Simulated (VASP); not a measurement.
## Sc: single point with PBE

Sc:

```
CELL_PARAMETERS angstrom
-1.92990 1.92990 1.72898
1.92990 -1.92990 1.72898
1.92990 1.92990 -1.72898
ATOMIC_POSITIONS crystal
Sc 0.00000 0.00000 0.00000
```

```json
{
  "Program": "VASP 6.6.1",
  "Task": "single point",
  "Functional": "PBE",
  "Potentials or basis": "VASP PAW PBE potentials, release 64 (Sc_sv)",
  "Cutoff": "520 eV",
  "k mesh": "10 × 10 × 10",
  "Occupations": "fermi-dirac, width 0.05 eV",
  "Spin": "no spin polarisation"
}
```

```json
{
 "Pressure": "-1.7 GPa",
 "Band gap on the k mesh": "zero (an odd number of electrons rules out a gap without spin polarisation)"
}
```

Stress tensor (GPa, compression positive):
```
-2.07  0.00  0.00
 0.00 -2.07  0.00
 0.00  0.00 -1.02
```

Levels at points of the mesh, in eV from the Fermi level:
```tsv
k point	band 1	band 2	band 3	band 4	band 5	band 6	band 7	band 8	band 9	band 10
(0.00, 0.00, 0.00)	-49.69	-28.13	-28.13	-28.10	-5.14	1.00	1.67	1.67	2.29	3.05
(0.50, 0.00, 0.00)	-49.63	-28.45	-28.24	-28.14	-1.66	0.07	0.59	2.68	3.37	3.92
(0.50, 0.50, 0.00)	-49.64	-28.47	-28.19	-28.11	-1.80	0.03	0.85	2.20	2.81	3.89
(0.50, 0.50, 0.50)	-49.60	-28.38	-28.38	-28.29	-1.23	-1.02	3.64	3.64	3.77	5.12
```

Wall time 13 s on 1 thread of Intel(R) Xeon(R) Platinum 8488C (Sapphire Rapids), on a shared host, peak memory 0.15 GiB.
